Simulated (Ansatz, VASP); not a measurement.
# One calculation of TiSi2, two programs

```xyz
3
Lattice="-1.4670 1.6943 4.1675 1.4670 -1.6943 4.1675 1.4670 1.6943 -4.1675" Properties=species:S:1:pos:R:3 pbc="T T T"
Ti    0.0500    0.0000    0.0000
Si   -0.0426    0.0000    2.7537
Si   -0.0426    0.0000    5.5812
```

Change from the starting cell: mode 5 (260.2 1/cm) frozen in, largest displacement +0.050 Å.

Alike in both runs: task single point; functional PBEsol; k mesh 22 × 22 × 22; occupations gaussian, width 0.15 eV; no spin polarisation.

```csv
,VASP,Ansatz
version,VASP 6.6.1,Ansatz 0.2.0
potentials or method,"VASP PAW PBE potentials, release 64 (Ti_sv, Si), cutoff 520 eV","scalar-relativistic, plane waves, PAW"
valence electrons in the cell,20,20
```

VASP gave:

| Property | Result |
| --- | --- |
| gap on the k mesh at the Fermi level (eV) | none |
| pressure (GPa) | 0.4 |
| traceless stress, the component that is largest in VASP (GPa) | 0.24 |
| rms of the force components (eV/Å) | 0.246 |

Q: Estimate Ansatz's values.

A: gap on the k mesh at the Fermi level (eV): none; pressure (GPa): 0.3; traceless stress, the component that is largest in VASP (GPa): 0.22; rms of the force components (eV/Å): 0.246.

VASP's potentials were made for PBE, not for PBEsol. Atom by atom the forces differ by 0.001 eV/Å (rms over components). A gap of «none» marks a metal or a gap that the smearing closes.
